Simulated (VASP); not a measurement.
# SnTe in VASP: further runs, part 3 of 3

VASP 6.6.1.

## (5) Single point, PBE

The input, INCAR:

```
PREC = Accurate
ENCUT = 520
EDIFF = 1E-6
ISMEAR = -1
SIGMA = 0.03
LREAL = False
LASPH = True
NELM = 80
ALGO = Normal
ISIF = 2
LWAVE = False
LCHARG = False
GGA = PE
NBANDS = 17
```

The input, KPOINTS:

```
regular mesh
0
Gamma
  4 4 4
```

The input, POSCAR:

```
SnTe
1.0
    0.0000000000      3.1508500000      3.1508500000
    3.1508500000      0.0000000000      3.1508500000
    3.1508500000      3.1508500000      0.0000000000
Te Sn
1 1
Direct
    0.5000000000      0.5000000000      0.5000000000
    0.0000000000      0.0000000000      0.0000000000
```

Potentials or basis: VASP PAW PBE potentials, release 64 (Te, Sn_d).

The run is started by

```sh
cat potpaw_PBE.64/Te/POTCAR potpaw_PBE.64/Sn_d/POTCAR > POTCAR
mpirun -np 1 vasp_std > vasp.out
```

OUTCAR:

```text
PREC = Accurate
   ENCUT = 520
   EDIFF = 1E-6
   ISMEAR = -1
   LREAL = False
   LASPH = True
   NELM = 80
   ISIF = 2
   GGA = PE

 ion  position               nearest neighbor table
   1  0.500  0.500  0.500-   2 3.15   2 3.15   2 3.15   2 3.15   2 3.15   2 3.15
   2  0.000  0.000  0.000-   1 3.15   1 3.15   1 3.15   1 3.15   1 3.15   1 3.15

  LATTYP: Found a face centered cubic cell.
 ALAT       =     6.3017000000

  Lattice vectors:

 A1 = (   0.0000000000,   3.1508500000,   3.1508500000)
 A2 = (   3.1508500000,   0.0000000000,   3.1508500000)
 A3 = (   3.1508500000,   3.1508500000,   0.0000000000)

Analysis of symmetry for initial positions (statically):
[... 33 lines left out ...]
                                     Primitive cell

  volume of cell :      62.5624

  direct lattice vectors                    reciprocal lattice vectors
     0.000000000  3.150850000  3.150850000    -0.158687338  0.158687338  0.158687338
     3.150850000  0.000000000  3.150850000     0.158687338 -0.158687338  0.158687338
     3.150850000  3.150850000  0.000000000     0.158687338  0.158687338 -0.158687338

  length of vectors
     4.455974803  4.455974803  4.455974803     0.274854533  0.274854533  0.274854533

  position of ions in fractional coordinates (direct lattice)
     0.500000000  0.500000000  0.500000000
     0.000000000  0.000000000  0.000000000

  ion indices of the primitive-cell ions
   primitive index   ion index
                 1           1
                 2           2

----------------------------------------------------------------------------------------

 KPOINTS: regular mesh

Automatic generation of k-mesh.
 Grid dimensions read from file:
 generate k-points for:    4    4    4

 Generating k-lattice:

  Cartesian coordinates                     Fractional coordinates (reciprocal lattice)
    -0.039671835  0.039671835  0.039671835     0.250000000  0.000000000  0.000000000
     0.039671835 -0.039671835  0.039671835     0.000000000  0.250000000  0.000000000
     0.039671835  0.039671835 -0.039671835     0.000000000  0.000000000  0.250000000

  Length of vectors
     0.068713633  0.068713633  0.068713633

  Shift w.r.t. Gamma in fractional coordinates (k-lattice)
     0.000000000  0.000000000  0.000000000

 Subroutine IBZKPT returns following result:
 ===========================================

 Found      8 irreducible k-points:

 Following reciprocal coordinates:
            Coordinates               Weight
  0.000000  0.000000  0.000000      1.000000
  0.250000  0.000000  0.000000      8.000000
  0.500000  0.000000  0.000000      4.000000
  0.250000  0.250000  0.000000      6.000000
  0.500000  0.250000  0.000000     24.000000
 -0.250000  0.250000  0.000000     12.000000
  0.500000  0.500000  0.000000      3.000000
 -0.250000  0.500000  0.250000      6.000000
   k-points           NKPTS =      8   k-points in BZ     NKDIM =      8   number of bands    NBANDS=     17
   number of dos      NEDOS =    301   number of ions     NIONS =      2
   total plane-waves  NPLWV =  46656
   dimension x,y,z NGX =    36 NGY =   36 NGZ =   36
   dimension x,y,z NGXF=    72 NGYF=   72 NGZF=   72
   ions per type =               1   1
   NGX,Y,Z   is equivalent  to a cutoff of  13.43, 13.43, 13.43 a.u.
   NGXF,Y,Z  is equivalent  to a cutoff of  26.86, 26.86, 26.86 a.u.
 SYSTEM =  unknown system
   PREC   = accura    normal or accurate (medium, high low for compatibility)
   ISTART =      0    job   : 0-new  1-cont  2-samecut
   ICHARG =      2    charge: 1-file 2-atom 10-const
   ISPIN  =      1    spin polarized calculation?
   LNONCOLLINEAR =      F non collinear calculations
   LSORBIT =      F    spin-orbit coupling
   LASPH  =      T    aspherical Exc in radial PAW
   ENCUT  =  520.0 eV  38.22 Ry    6.18 a.u.   8.29  8.29  8.29*2*pi/ulx,y,z
   NELM   =     80;   NELMIN=  2; NELMDL= -5     # of ELM steps
   EDIFF  = 0.1E-05   stopping-criterion for ELM
   LREAL  =      F    real-space projection
   EDIFFG = 0.1E-04   stopping-criterion for IOM
   NSW    =      0    number of steps for IOM
   IBRION =     -1    ionic relax: 0-MD 1-quasi-New 2-CG
   NFREE  =      0    steps in history (QN), initial steepest desc. (CG)
   ISIF   =      2    stress and relaxation
   ISYM   =      2    0-nonsym 1-usesym 2-fastsym
   POTIM  = 0.5000    time-step for ionic-motion
   TEBEG  =    0.0;   TEEND  =   0.0 temperature during run
   PSTRESS=    0.0 pullay stress
   NELECT =      20.0000    total number of electrons
   NUPDOWN=      -1.0000    fix difference up-down
   EMIN   =  10.00;   EMAX   =-10.00  energy-range for DOS
   EFERMI =   0.00;   METHOD = LEGACY
   ISMEAR =    -1;   SIGMA  =   0.03  broadening in eV -4-tet -1-fermi 0-gaus
   EFERMI_NEDOS =   21; number of points for ismear=-14 and -15
   IALGO  =     38    algorithm
   IMIX   =      4    mixing-type and parameters
     AMIX     =   0.40;   BMIX     =  1.00
     AMIX_MAG =   1.60;   BMIX_MAG =  1.00
  volume/ion in A,a.u.               =      31.28       211.10
  Fermi-wavevector in a.u.,A,eV,Ry     =   1.119387  2.115336 17.048485  1.253028
  Thomas-Fermi vector in A             =   2.256026
   LORBIT       =      0    0 simple, 1 ext, 2 COOP (PROOUT), +10 PAW based schemes
   GGA     = PE    functional components
   LHFCALC =     F    Hartree Fock is set to
   AEXX    =    0.0000 exact exchange contribution
   IVDW    =     0    specifies the selected vdW correction
   LEPSILON=     F    determine dielectric tensor
   LRPA    =     F    only Hartree local field effects (RPA)
 non-spin polarized calculation
  energy-cutoff  :      520.00
  volume of cell :       62.56
 maximum number of plane-waves:      1708
 NGX is ok and might be reduce to    36
   NGX = 17   NGY = 17   NGZ = 17

 number of electron      19.9999998 magnetization

 Free energy of the ion-electron system (eV)
  ---------------------------------------------------
  ext. energy  EPLUGINS =         0.00000000
  ---------------------------------------------------
  free energy    TOTEN  =        -7.54375546 eV

  energy without entropy =       -7.54034042  energy(sigma->0) =       -7.54204794

 E-fermi :   6.9931     XC(G=0):  -9.5149

 val. band max:        6.9454037838   @ k =   0.5000   0.0000   0.0000
 cond. band min:       7.0407754090   @ k =   0.5000   0.0000   0.0000
 fundamental gap:      0.0953716252
 Fermi energy:         6.9930835625

 k-point     1 :       0.0000    0.0000    0.0000
  band No.  band energies     occupation
      1     -14.9964      2.00000
      2     -14.9964      2.00000
      3     -14.9890      2.00000
      4     -14.9890      2.00000
      5     -14.9890      2.00000
      6      -5.8749      2.00000
[... 9 lines left out ...]
     16      11.6929      0.00000
     17      13.7539      0.00000

 k-point     2 :       0.2500    0.0000    0.0000
  band No.  band energies     occupation
      1     -14.9987      2.00000
      2     -14.9987      2.00000
      3     -14.9882      2.00000
      4     -14.9858      2.00000
      5     -14.9858      2.00000
      6      -5.3741      2.00000
[... 9 lines left out ...]
     16      12.9026      0.00000
     17      16.7400      0.00000

 k-point     3 :       0.5000    0.0000    0.0000
  band No.  band energies     occupation
      1     -15.0015      2.00000
      2     -15.0015      2.00000
      3     -14.9874      2.00000
      4     -14.9822      2.00000
      5     -14.9822      2.00000
      6      -4.5975      2.00000
[... 9 lines left out ...]
     16      15.7842      0.00000
     17      15.7842      0.00000

 k-point     4 :       0.2500    0.2500    0.0000
  band No.  band energies     occupation
      1     -15.0044      2.00000
      2     -14.9941      2.00000
      3     -14.9909      2.00000
      4     -14.9838      2.00000
      5     -14.9838      2.00000
      6      -5.2167      2.00000
[... 9 lines left out ...]
     16      14.5340      0.00000
     17      14.5340      0.00000

 k-point     5 :       0.5000    0.2500    0.0000
  band No.  band energies     occupation
      1     -15.0072      2.00000
      2     -14.9963      2.00000
      3     -14.9888      2.00000
      4     -14.9820      2.00000
      5     -14.9805      2.00000
      6      -4.4695      2.00000
[... 9 lines left out ...]
     16      16.0996      0.00000
     17      17.0089      0.00000

 k-point     6 :      -0.2500    0.2500    0.0000
  band No.  band energies     occupation
      1     -15.0018      2.00000
      2     -15.0001      2.00000
      3     -14.9860      2.00000
      4     -14.9839      2.00000
      5     -14.9835      2.00000
      6      -4.7134      2.00000
[... 9 lines left out ...]
     16      14.8426      0.00000
     17      15.8483      0.00000

 k-point     7 :       0.5000    0.5000    0.0000
  band No.  band energies     occupation
      1     -15.0138      2.00000
      2     -14.9928      2.00000
      3     -14.9917      2.00000
      4     -14.9782      2.00000
      5     -14.9782      2.00000
      6      -4.2967      2.00000
[... 9 lines left out ...]
     16      17.5066      0.00000
     17      18.0508      0.00000

 k-point     8 :      -0.2500    0.5000    0.2500
  band No.  band energies     occupation
      1     -15.0083      2.00000
      2     -14.9965      2.00000
      3     -14.9857      2.00000
      4     -14.9857      2.00000
      5     -14.9782      2.00000
      6      -4.2080      2.00000
[... 9 lines left out ...]
     16      17.3113      0.00000
     17      17.8468      0.00000

------------------------ aborting loop because EDIFF is reached ----------------------------------------

  FORCE on cell =-STRESS in cart. coord.  units (eV):
  Direction    XX          YY          ZZ          XY          YZ          ZX
  --------------------------------------------------------------------------------------
  -------------------------------------------------------------------------------------
  Total        0.6544586      0.6544586      0.6544586     -0.0000000      0.0000000     -0.0000000
  in kB       16.7602150     16.7602150     16.7602150     -0.0000000      0.0000000     -0.0000000
  external PRESSURE =      16.7602150 kB  Pullay stress =       0.0000000 kB

 VOLUME and BASIS-vectors are now :
 -----------------------------------------------------------------------------
  energy-cutoff  :      520.00
  volume of cell :       62.56
      direct lattice vectors                 reciprocal lattice vectors
     0.000000000  3.150850000  3.150850000    -0.158687338  0.158687338  0.158687338
     3.150850000  0.000000000  3.150850000     0.158687338 -0.158687338  0.158687338
     3.150850000  3.150850000  0.000000000     0.158687338  0.158687338 -0.158687338

 POSITION                                       TOTAL-FORCE (eV/Angst)
 -----------------------------------------------------------------------------------
      3.15085      3.15085      3.15085         0.000000     -0.000000      0.000000
      0.00000      0.00000      0.00000        -0.000000      0.000000     -0.000000
 -----------------------------------------------------------------------------------
    total drift:                               -0.000000      0.000000      0.000000

  FREE ENERGIE OF THE ION-ELECTRON SYSTEM (eV)
  ---------------------------------------------------
  free  energy   TOTEN  =        -7.5437554611 eV

  energy  without entropy=       -7.5403404224  energy(sigma->0) =       -7.54204794
```

OSZICAR:

```text
N       E                     dE             d eps       ncg     rms          rms(c)
DAV:   1     0.125413147878E+03    0.12541E+03   -0.96938E+03   273   0.137E+03
DAV:   2     0.368936738008E+01   -0.12172E+03   -0.11892E+03   296   0.339E+02
DAV:   3    -0.725750220919E+01   -0.10947E+02   -0.10837E+02   329   0.903E+01
DAV:   4    -0.758174919963E+01   -0.32425E+00   -0.32368E+00   345   0.157E+01
DAV:   5    -0.759297860816E+01   -0.11229E-01   -0.11229E-01   416   0.285E+00    0.585E+00
DAV:   6    -0.754349993795E+01    0.49479E-01   -0.11352E-01   361   0.239E+00    0.381E+00
DAV:   7    -0.754435562140E+01   -0.85568E-03   -0.52847E-02   324   0.122E+00    0.724E-01
DAV:   8    -0.754363161849E+01    0.72400E-03   -0.83247E-03   339   0.722E-01    0.213E-01
DAV:   9    -0.754376805585E+01   -0.13644E-03   -0.49958E-04   373   0.206E-01    0.866E-02
DAV:  10    -0.754375527952E+01    0.12776E-04   -0.73649E-05   372   0.817E-02    0.341E-02
DAV:  11    -0.754375540749E+01   -0.12797E-06   -0.14162E-05   356   0.339E-02    0.328E-03
DAV:  12    -0.754375546107E+01   -0.53583E-07   -0.86156E-07   264   0.118E-02
   1 F= -.75437555E+01 E0= -.75420479E+01  d E =-.341504E-02
```

stdout:

```text
POSCAR found type information on POSCAR TeSn
 POSCAR found :  2 types and       2 ions
 scaLAPACK will be used
 LDA part: xc-table for (Slater+PW92), standard interpolation
 POSCAR, INCAR and KPOINTS ok, starting setup
 FFT: planning ... GRIDC
 FFT: planning ... GRID_SOFT
 FFT: planning ... GRID
 WAVECAR not read
 entering main loop
```

It took 20 s on 1 thread of AMD EPYC 7R43 (Zen 3), shared host; peak memory 0.16 GiB.

Results:

```yaml
Free_energy: -7.5438 eV
Pressure: 1.7 GPa
Band_gap_on_the_k_mesh: 0.10 eV, direct
```

Caveat: the k points lie up to 0.43 Å⁻¹ apart; spin-orbit coupling is left out, which moves the levels of the heavy elements. A k mesh can miss the band edges.

## (6) The runs side by side

```csv
task,level,cell,k mesh,cutoff (eV),smearing,gap on the mesh (eV),pressure (GPa)
relaxation of cell and atoms,PBEsol,"relaxed to 20 GPa from a = 4.456 Å, angles 60.0°, 2 atoms",7 × 7 × 7,600,fermi-dirac 0.05 eV,-,20.0
relaxation of cell and atoms,PBEsol,"relaxed to 30 GPa from a = 4.456 Å, angles 60.0°, 2 atoms",7 × 7 × 7,600,fermi-dirac 0.05 eV,-,30.0
single point,PBEsol,"a = 4.456, b = 4.456, c = 4.367 Å, angles 60.7, 60.7, 61.3°, 2 atoms",7 × 7 × 7,520,fermi-dirac 0.05 eV,0.43,-0.4
single point,PBE,"a = 4.456 Å, angles 60.0°, 2 atoms",4 × 4 × 4,520,fermi-dirac 0.03 eV,0.10,1.7
```

Alike in all rows: potentials or basis VASP PAW PBE potentials, release 64 (Te, Sn_d); no spin polarisation.

Caveats: some runs use coarse meshes; spin-orbit coupling is left out, which moves the levels of the heavy elements; the PAW data sets were made with another functional, which shifts forces and pressure a little (some runs); the cell is relaxed towards a set pressure, so the enthalpy falls and the energy may rise (some runs).

Total energies depend on the potentials used, so only differences within one code and one set of settings carry meaning.
